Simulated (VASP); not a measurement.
A run of VASP 6.6.1 is set up as follows.

INCAR

```
SYSTEM = Mo
PREC = Accurate
ENCUT = 520
EDIFF = 1E-6
ISMEAR = 0
SIGMA = 0.15
LREAL = .False.
LASPH = .True.
NELM = 100
ALGO = Normal
ISIF = 2
LWAVE = .False.
LCHARG = .False.
GGA = PS
NBANDS = 13
```

KPOINTS

```
regular mesh
0
Gamma
  18 18 18
  0 0 0
```

POSCAR

```
Mo
1.0
    2.5987348773      0.0000000000      0.0000000000
   -1.2993674387      2.2505704215      0.0000000000
    0.0000000000      0.0000000000      2.5551807000
Mo
1
Direct
    0.0000000000      0.0000000000      0.5000000000
```

Potentials or basis: VASP PAW PBE potentials, release 64 (Mo_sv).

Launch:

```bash
$ cat potpaw_PBE.64/Mo_sv/POTCAR > POTCAR
$ mpirun -np 1 vasp_std > vasp.out
```

**Question.** Predict the band gap on the k mesh.

**Answer.** Zero (bands 7 and 8 overlap by 2.05 eV).

**Question.** Predict the pressure.

**Answer.** 25.2 GPa.

Stress tensor (GPa, compression positive):
```
36.13  0.00  0.00
 0.00 36.13  0.00
 0.00  0.00  3.27
```

Caveat: the cell differs from its parent crystal (strain -0.050 along x and y, +0.000 along z); the cell stands under pressure; the PAW data sets were made with another functional, which shifts forces and pressure a little.
